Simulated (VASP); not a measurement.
Zn: single point with PBE

Crystal: Zn.

```
Zn
1.0
     1.31781   -2.28252    0.00000
     1.31781    2.28252    0.00000
     0.00000    0.00000    5.09254
Zn
2
Direct
  0.66667 0.33333 0.25000
  0.33333 0.66667 0.75000
```

```
Program                : VASP 6.6.1
Task                   : single point
Functional             : PBE
Potentials or basis    : VASP PAW PBE potentials, release 64 (Zn)
Cutoff                 : 520 eV
k mesh                 : 16 × 16 × 7
Occupations            : fermi-dirac, width 0.08 eV
Spin                   : no spin polarisation
Dipole correction      : no
Further INCAR settings : ALGO = Normal; EDIFF = 1e-06; NBANDS = 19
```

```json
{
 "Pressure": "0.4 GPa",
 "Band gap on the k mesh": "zero (band 12 reaches 4.18 eV, above the bottom of band 13 at -0.43 eV)"
}
```

Stress tensor (GPa, compression positive):
```
 1.11  0.00  0.00
 0.00  1.11  0.00
 0.00  0.00 -0.95
```

Levels at points of the mesh, in eV from the Fermi level:
```csv
k point,band 9,band 10,band 11,band 12,band 13,band 14,band 15,band 16
"(0.00, 0.00, 0.00)",-7.21,-7.04,-7.04,-3.71,-3.43,12.31,16.14,18.22
"(0.50, 0.00, 0.00)",-6.83,-6.81,-2.63,-1.91,2.42,3.62,3.91,5.70
```

Run time: 32 s on 1 thread of Intel(R) Xeon(R) Platinum 8488C (Sapphire Rapids), with other jobs on the host, peak memory 0.18 GiB.
